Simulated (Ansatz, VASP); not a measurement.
# Zn in VASP and in Ansatz

Contents of INCAR:

```
SYSTEM = Zn
PREC = Accurate
ENCUT = 520
EDIFF = 1E-7
ISMEAR = 0
SIGMA = 0.15
LREAL = .FALSE.
LASPH = .TRUE.
NELM = 80
ALGO = Normal
ISIF = 2
LWAVE = .FALSE.
LCHARG = .FALSE.
GGA = PS
NBANDS = 12
```

The input KPOINTS:

```
Automatic mesh
0
G
  20 20 20
  0 0 0
```

File POSCAR:

```
Zn
1.0
   -1.5606759913      1.5300745013      1.5606759913
    1.5606759913     -1.5300745013      1.5606759913
    1.5606759913      1.5300745013     -1.5606759913
Zn
1
Direct
    0.0000000000      0.0000000000      0.0000000000
```

Input for Ansatz:

```yaml
crystal:
  lattice:
    - [-1.5606759913, 1.5300745013, 1.5606759913]
    - [1.5606759913, -1.5300745013, 1.5606759913]
    - [1.5606759913, 1.5300745013, -1.5606759913]
  atoms:
    - { symbol: Zn, position: [0.0, 0.0, 0.0] }
basis:
  ecutwfc: 520.0
kpoints:
  mp_grid: { grid: [20, 20, 20] }
hamiltonian:
  xc: pbesol
scf:
  occupations: { method: gaussian, width: 0.15 }
output:
  forces: true
  stress: true
  eigenvalues: true
```

Change from the starting cell: normal strain along x +0.0200, normal strain along z +0.0200.

Alike in both runs: task single point; functional PBEsol; k mesh 20 × 20 × 20; occupations gaussian, width 0.15 eV; no spin polarisation.

```csv
,VASP,Ansatz
version,VASP 6.6.1,Ansatz 0.2.0
potentials or method,"VASP PAW PBE potentials, release 64 (Zn), cutoff 520 eV","scalar-relativistic, plane waves, PAW"
valence electrons in the cell,12,12
```

```csv
,VASP,Ansatz,Ansatz less VASP
gap on the k mesh at the Fermi level (eV),none,none,-
pressure (GPa),-2.8,-3.1,-0.36
"traceless stress, the component that is largest in VASP (GPa)",-0.47,-0.48,-0.008
```

VASP's potentials were made for PBE, not for PBEsol. A gap of «none» marks a metal or a gap that the smearing closes. With one functional, cell and mesh, what is left measures potentials, basis and numerics.
